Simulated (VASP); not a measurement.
# Ca (I4/mmm) in VASP: a series of runs

Runs on Ca. Level: r2SCAN. Tasks: relaxation of shape and atoms at fixed volume, single point.

Program: VASP 6.6.1. These are calculated values, not measurements. Logs are shortened: lines on timing, memory, paths and dates and some standing lists are left out, and cuts for length are marked.

### Step 1. The cell of the first run

Symmetry: I4/mmm, No. 139, tetragonal system. Conventional cell: a = 4.341 Å, b = 4.341 Å, c = 4.322 Å, α = 90.00°, β = 90.00°, γ = 90.00°. Ca (site symmetry 4/mmm) has 14 Ca at 3.75 to 4.34 Å within 4.9 Å.

### Step 2. Relaxation of shape and atoms at fixed volume, r2SCAN (volume scaled by 0.94)

POSCAR reads:

```
Ca
1.0
   -2.1703988386      2.1703988386      2.1607648601
    2.1703988386     -2.1703988386      2.1607648601
    2.1703988386      2.1703988386     -2.1607648601
Ca
1
Direct
    0.5000000000      0.5000000000      0.0000000000
```

INCAR.step1 reads:

```
SYSTEM = Ca
PREC = Accurate
ENCUT = 600
ISMEAR = 0
SIGMA = 0.1
LREAL = .False.
LASPH = .True.
NELM = 100
GGA = PE
ALGO = Normal
EDIFF = 1E-4
LWAVE = .True.
LCHARG = .False.
```

INCAR.step2 reads:

```
SYSTEM = Ca
PREC = Accurate
ENCUT = 600
EDIFF = 1E-6
ISMEAR = 0
SIGMA = 0.1
LREAL = .False.
LASPH = .True.
NELM = 100
ALGO = Normal
ISIF = 4
LWAVE = .False.
LCHARG = .False.
METAGGA = R2SCAN
LMIXTAU = .True.
IBRION = 2
NSW = 50
EDIFFG = -0.01
ISTART = 1
```

KPOINTS reads:

```
regular mesh
0
Gamma
  14 14 14
  0 0 0
```

Potentials or basis: VASP PAW PBE potentials, release 64 (Ca_sv).

The run is started by

```sh
cat potpaw_PBE.64/Ca_sv/POTCAR > POTCAR
cp INCAR.step1 INCAR
mpirun -np 1 vasp_std > vasp.out
cp INCAR.step2 INCAR
mpirun -np 1 vasp_std > vasp.out
```

OUTCAR:

```text
SYSTEM = Ca
   PREC = Accurate
   ENCUT = 600
   EDIFF = 1E-6
   ISMEAR = 0
   LREAL = .False.
   LASPH = .True.
   NELM = 100
   ISIF = 4
   METAGGA = R2SCAN
   IBRION = 2
   NSW = 50
   EDIFFG = -0.01
   ISTART = 1

 ion  position               nearest neighbor table
   1  0.500  0.500  0.000-

  LATTYP: Found a body centered tetragonal cell.
 ALAT       =     4.3407976772
 C/A-ratio  =     0.9955611944

  Lattice vectors:

 A1 = (  -2.1703988386,   2.1703988386,   2.1607648601)
 A2 = (   2.1703988386,  -2.1703988386,   2.1607648601)
 A3 = (   2.1703988386,   2.1703988386,  -2.1607648601)

Analysis of symmetry for initial positions (statically):
=====================================================================
 Subroutine PRICEL returns:
 Original cell was already a primitive cell.

 Routine SETGRP: Setting up the symmetry group for a
 body centered tetragonal supercell.

 Subroutine GETGRP returns: Found 16 space group operations
 (whereof 16 operations were pure point group operations)
 out of a pool of 16 trial point group operations.

The static configuration has the point symmetry D_4h.

Analysis of symmetry for dynamics (positions and initial velocities):
=====================================================================
 Subroutine PRICEL returns:
 Original cell was already a primitive cell.

 Routine SETGRP: Setting up the symmetry group for a
 body centered tetragonal supercell.

 Subroutine GETGRP returns: Found 16 space group operations
 (whereof 16 operations were pure point group operations)
 out of a pool of 16 trial point group operations.

The dynamic configuration has the point symmetry D_4h.

 Subroutine INISYM returns: Found 16 space group operations
 (whereof 16 operations are pure point group operations),
 and found     1 'primitive' translations

----------------------------------------------------------------------------------------

                                     Primitive cell

  volume of cell :      40.7143

  direct lattice vectors                    reciprocal lattice vectors
    -2.170398839  2.170398839  2.160764860     0.000000000  0.230372405  0.231399542
     2.170398839 -2.170398839  2.160764860     0.230372405  0.000000000  0.231399542
     2.170398839  2.170398839 -2.160764860     0.230372405  0.230372405  0.000000000

  length of vectors
     3.753687123  3.753687123  3.753687123     0.326522883  0.326522883  0.325795779

  position of ions in fractional coordinates (direct lattice)
     0.500000000  0.500000000  0.000000000

  ion indices of the primitive-cell ions
   primitive index   ion index
                 1           1

----------------------------------------------------------------------------------------

 KPOINTS: regular mesh

Automatic generation of k-mesh.
 Grid dimensions read from file:
 generate k-points for:   14   14   14

 Generating k-lattice:

  Cartesian coordinates                     Fractional coordinates (reciprocal lattice)
     0.000000000  0.016455172  0.016528539     0.071428571  0.000000000  0.000000000
     0.016455172  0.000000000  0.016528539     0.000000000  0.071428571  0.000000000
     0.016455172  0.016455172  0.000000000     0.000000000  0.000000000  0.071428571

  Length of vectors
     0.023323063  0.023323063  0.023271127

  Shift w.r.t. Gamma in fractional coordinates (k-lattice)
     0.000000000  0.000000000  0.000000000

 Subroutine IBZKPT returns following result:
 ===========================================

 Found    244 irreducible k-points:

 Following reciprocal coordinates:
            Coordinates               Weight
  0.000000  0.000000  0.000000      1.000000
  0.071429  0.000000 -0.000000      8.000000
  0.142857  0.000000 -0.000000      8.000000
  0.214286  0.000000 -0.000000      8.000000
  0.285714  0.000000 -0.000000      8.000000
  0.357143  0.000000 -0.000000      8.000000
[... 16 lines left out ...]
  0.214286  0.142857 -0.000000     16.000000
  0.285714  0.142857 -0.000000     16.000000
 [... further k-points ...]
   k-points           NKPTS =    244   k-points in BZ     NKDIM =    244   number of bands    NBANDS=      9
   number of dos      NEDOS =    301   number of ions     NIONS =      1
   total plane-waves  NPLWV =  27000
   dimension x,y,z NGX =    30 NGY =   30 NGZ =   30
   dimension x,y,z NGXF=    60 NGYF=   60 NGZF=   60
   ions per type =               1
   NGX,Y,Z   is equivalent  to a cutoff of  13.29, 13.29, 13.29 a.u.
   NGXF,Y,Z  is equivalent  to a cutoff of  26.57, 26.57, 26.57 a.u.
 SYSTEM =  Ca
   PREC   = accura    normal or accurate (medium, high low for compatibility)
   ISTART =      1    job   : 0-new  1-cont  2-samecut
   ICHARG =      0    charge: 1-file 2-atom 10-const
   ISPIN  =      1    spin polarized calculation?
   LNONCOLLINEAR =      F non collinear calculations
   LSORBIT =      F    spin-orbit coupling
   LASPH  =      T    aspherical Exc in radial PAW
   ENCUT  =  600.0 eV  44.10 Ry    6.64 a.u.   7.50  7.50  7.50*2*pi/ulx,y,z
   NELM   =    100;   NELMIN=  2; NELMDL=  0     # of ELM steps
   EDIFF  = 0.1E-05   stopping-criterion for ELM
   LREAL  =      F    real-space projection
   EDIFFG = -.1E-01   stopping-criterion for IOM
   NSW    =     50    number of steps for IOM
   IBRION =      2    ionic relax: 0-MD 1-quasi-New 2-CG
   NFREE  =      1    steps in history (QN), initial steepest desc. (CG)
   ISIF   =      4    stress and relaxation
   ISYM   =      2    0-nonsym 1-usesym 2-fastsym
   POTIM  = 0.5000    time-step for ionic-motion
   TEBEG  =    0.0;   TEEND  =   0.0 temperature during run
   PSTRESS=    0.0 pullay stress
   NELECT =      10.0000    total number of electrons
   NUPDOWN=      -1.0000    fix difference up-down
   EMIN   =  10.00;   EMAX   =-10.00  energy-range for DOS
   EFERMI =   0.00;   METHOD = LEGACY
   ISMEAR =     0;   SIGMA  =   0.10  broadening in eV -4-tet -1-fermi 0-gaus
   EFERMI_NEDOS =   21; number of points for ismear=-14 and -15
   IALGO  =     38    algorithm
   IMIX   =      4    mixing-type and parameters
     AMIX     =   0.40;   BMIX     =  1.00
     AMIX_MAG =   1.60;   BMIX_MAG =  1.00
  volume/ion in A,a.u.               =      40.71       274.75
  Fermi-wavevector in a.u.,A,eV,Ry     =   1.025241  1.937425 14.301344  1.051119
  Thomas-Fermi vector in A             =   2.159071
   LORBIT       =      0    0 simple, 1 ext, 2 COOP (PROOUT), +10 PAW based schemes
   METAGGA = R2SCAN    functional components
   LHFCALC =     F    Hartree Fock is set to
   AEXX    =    0.0000 exact exchange contribution
   IVDW    =     0    specifies the selected vdW correction
   LEPSILON=     F    determine dielectric tensor
   LRPA    =     F    only Hartree local field effects (RPA)
 conjugate gradient relaxation of ions
 non-spin polarized calculation
 Gauss-broadening in eV      SIGMA  =   0.10
  energy-cutoff  :      600.00
  volume of cell :       40.71
 maximum number of plane-waves:      1409
 NGX is ok and might be reduce to    30

 number of electron       9.9999997 magnetization

 Free energy of the ion-electron system (eV)
  ---------------------------------------------------
  ext. energy  EPLUGINS =         0.00000000
  ---------------------------------------------------
  free energy    TOTEN  =        -7.00968210 eV

  energy without entropy =       -7.00198614  energy(sigma->0) =       -7.00583412

 E-fermi :   2.1954     XC(G=0):  -8.3372

 val. band max:        2.1940335406   @ k =  -0.2857  -0.4286   0.1429
 cond. band min:       2.1994786102   @ k =  -0.4286   0.5000   0.3571
 fundamental gap:      0.0054450697
 Fermi energy:         2.1953743550

 k-point     1 :       0.0000    0.0000    0.0000
  band No.  band energies     occupation
      1     -41.5489      2.00000
      2     -21.5714      2.00000
      3     -21.5704      2.00000
      4     -21.5704      2.00000
      5      -2.2054      2.00000
      6       4.8983      0.00000
      7       4.9201      0.00000
      8       4.9201      0.00000
      9       6.0307      0.00000

 k-point     2 :       0.0714    0.0000   -0.0000
  band No.  band energies     occupation
      1     -41.5480      2.00000
      2     -21.5794      2.00000
      3     -21.5731      2.00000
      4     -21.5708      2.00000
      5      -2.1045      2.00000
      6       4.8406      0.00000
      7       4.8764      0.00000
      8       4.9860      0.00000
      9       5.9695      0.00000

 k-point     3 :       0.1429    0.0000   -0.0000
  band No.  band energies     occupation
      1     -41.5454      2.00000
      2     -21.6032      2.00000
      3     -21.5809      2.00000
      4     -21.5709      2.00000
      5      -1.8069      2.00000
      6       4.6606      0.00000
      7       4.6814      0.00000
      8       5.2091      0.00000
      9       5.8421      0.00000

 k-point     4 :       0.2143    0.0000   -0.0000
  band No.  band energies     occupation
      1     -41.5417      2.00000
      2     -21.6373      2.00000
      3     -21.5920      2.00000
      4     -21.5710      2.00000
      5      -1.3291      2.00000
      6       4.2724      0.00000
      7       4.4210      0.00000
      8       5.5664      0.00000
      9       5.8268      0.00000

 k-point     5 :       0.2857    0.0000   -0.0000
  band No.  band energies     occupation
      1     -41.5376      2.00000
      2     -21.6747      2.00000
      3     -21.6043      2.00000
      4     -21.5711      2.00000
      5      -0.6989      2.00000
      6       3.7337      0.00000
      7       4.1788      0.00000
      8       5.8996      0.00000
      9       6.0480      0.00000

 k-point     6 :       0.3571    0.0000   -0.0000
  band No.  band energies     occupation
      1     -41.5339      2.00000
      2     -21.7081      2.00000
      3     -21.6154      2.00000
      4     -21.5712      2.00000
      5       0.0386      2.00000
      6       3.1466      0.00000
      7       3.9778      0.00000
      8       5.9704      0.00000
      9       6.2391      0.00000
[... 169 lines left out ...]
 k-point    21 :      -0.0714    0.0714    0.0000
  band No.  band energies     occupation
      1     -41.5480      2.00000
      2     -21.5789      2.00000
      3     -21.5741      2.00000
      4     -21.5704      2.00000
      5      -2.1049      2.00000
      6       4.8536      0.00000
      7       4.8555      0.00000
      8       4.9961      0.00000
      9       5.9493      0.00000

 k-point    22 :       0.1429    0.1429   -0.0000
  band No.  band energies     occupation
      1     -41.5398      2.00000
      2     -21.6522      2.00000
      3     -21.5933      2.00000
      4     -21.5786      2.00000
      5      -1.0492      2.00000
      6       4.1067      0.00000
      7       4.2664      0.00000
      8       5.6948      0.00000
      9       5.7760      0.00000

 k-point    23 :       0.2143    0.1429   -0.0000
  band No.  band energies     occupation
      1     -41.5360      2.00000
      2     -21.6811      2.00000
      3     -21.6071      2.00000
      4     -21.5806      2.00000
      5      -0.4326      2.00000
      6       3.6552      0.00000
      7       4.0221      0.00000
      8       5.7426      0.00000
      9       6.2183      0.00000

 k-point    24 :       0.2857    0.1429   -0.0000
  band No.  band energies     occupation
      1     -41.5327      2.00000
      2     -21.7058      2.00000
      3     -21.6216      2.00000
      4     -21.5815      2.00000
      5       0.2908      2.00000
      6       3.1430      0.00000
      7       3.8228      0.00000
      8       5.8399      0.00000
      9       6.3297      0.00000

 [... further k-points ...]

------------------------ aborting loop because EDIFF is reached ----------------------------------------

  FORCE on cell =-STRESS in cart. coord.  units (eV):
  Direction    XX          YY          ZZ          XY          YZ          ZX
  --------------------------------------------------------------------------------------
  -------------------------------------------------------------------------------------
  Total        0.3222057      0.3222057      0.3185369      0.0000000     -0.0000000      0.0000000
  in kB       12.6793580     12.6793580     12.5349816      0.0000000     -0.0000000      0.0000000
  external PRESSURE =      12.6312326 kB  Pullay stress =       0.0000000 kB

 VOLUME and BASIS-vectors are now :
 -----------------------------------------------------------------------------
  energy-cutoff  :      600.00
  volume of cell :       40.71
      direct lattice vectors                 reciprocal lattice vectors
    -2.170398839  2.170398839  2.160764860     0.000000000  0.230372405  0.231399542
     2.170398839 -2.170398839  2.160764860     0.230372405  0.000000000  0.231399542
     2.170398839  2.170398839 -2.160764860     0.230372405  0.230372405  0.000000000

 POSITION                                       TOTAL-FORCE (eV/Angst)
 -----------------------------------------------------------------------------------
      0.00000      0.00000      2.16076        -0.000000     -0.000000      0.000000
 -----------------------------------------------------------------------------------
    total drift:                                0.000000     -0.000000      0.000000

  FREE ENERGIE OF THE ION-ELECTRON SYSTEM (eV)
  ---------------------------------------------------
  free  energy   TOTEN  =        -7.0096821035 eV

  energy  without entropy=       -7.0019861377  energy(sigma->0) =       -7.00583412

 reached required accuracy - stopping structural energy minimisation
```

Wall time 5 min (1 thread of AMD EPYC 7R13 (Zen 3), shared host); peak memory 0.23 GiB.

What came out:

```
Free energy             : -7.0097 eV
Pressure after relaxing : 1.3 GPa
Band gap on the k mesh  : zero (band 5 reaches 2.46 eV, above the bottom of band 6 at 2.08 eV)
```

Final structure:
```
CELL_PARAMETERS angstrom
-2.17040 2.17040 2.16076
2.17040 -2.17040 2.16076
2.17040 2.17040 -2.16076
ATOMIC_POSITIONS crystal
Ca 0.50000 0.50000 0.00000
```

Caveat: the cell differs from its parent crystal (volume scaled by 0.94); the relaxation stopped at its first step, so nothing moved; the PAW data sets were made with another functional, which shifts forces and pressure a little.

### Step 3. Single point, r2SCAN

This run uses another cell than the first one, of 43.31 Å³/atom, 1.064 times its volume.

POSCAR reads:

```
Ca
1.0
   -2.2156284367      2.2156284367      2.2057936927
    2.2156284367     -2.2156284367      2.2057936927
    2.2156284367      2.2156284367     -2.2057936927
Ca
1
Direct
    0.5000000000      0.5000000000      0.0000000000
```

INCAR.step1 reads:

```
ALGO = Normal
EDIFF = 1E-4
ENCUT = 520
GGA = PE
ISMEAR = -5
LASPH = T
LCHARG = F
LREAL = F
LWAVE = T
NBANDS = 11
NELM = 100
PREC = Accurate
SIGMA = 0.1
```

INCAR.step2 reads:

```
ALGO = Normal
EDIFF = 1E-7
ENCUT = 520
ISIF = 2
ISMEAR = 0
ISTART = 1
LASPH = T
LCHARG = F
LMIXTAU = T
LORBIT = 11
LREAL = F
LWAVE = F
METAGGA = R2SCAN
NBANDS = 11
NELM = 100
PREC = Accurate
SIGMA = 0.1
```

KPOINTS reads:

```
k-points
0
Gamma
  14 14 14
```

Potentials or basis: VASP PAW PBE potentials, release 64 (Ca_sv).

The run is started by

```sh
cat potpaw_PBE.64/Ca_sv/POTCAR > POTCAR
cp INCAR.step1 INCAR
mpirun -np 1 vasp_std > vasp.out
cp INCAR.step2 INCAR
mpirun -np 1 vasp_std > vasp.out
```

It took 2.9 min on 1 thread of Intel Xeon 6975P-C (Granite Rapids), shared host; peak memory 0.25 GiB.

It converged, with:

- Free energy: -7.0192 eV
- Pressure: 0.1 GPa
- Band gap on the k mesh: zero (band 5 reaches 2.19 eV, above the bottom of band 6 at 1.78 eV)
- Valence electrons inside the program's atomic spheres: Ca 8.05

Levels at points of the mesh, in eV from the Fermi level:
| k point | band 3 | band 4 | band 5 | band 6 | band 7 | band 8 |
| --- | --- | --- | --- | --- | --- | --- |
| (0.00, 0.00, 0.00) | -23.93 | -23.93 | -4.28 | 2.61 | 2.63 | 2.63 |
| (0.50, 0.00, 0.00) | -23.97 | -23.93 | -0.85 | -0.15 | 1.59 | 3.62 |
| (0.50, 0.50, 0.00) | -23.97 | -23.92 | -0.86 | -0.17 | 1.62 | 3.59 |
| (0.50, 0.50, 0.50) | -24.02 | -24.02 | 0.16 | 0.17 | 4.05 | 4.05 |

Caveat: the PAW data sets were made with another functional, which shifts forces and pressure a little.

(Continued in part 2 of 2.)
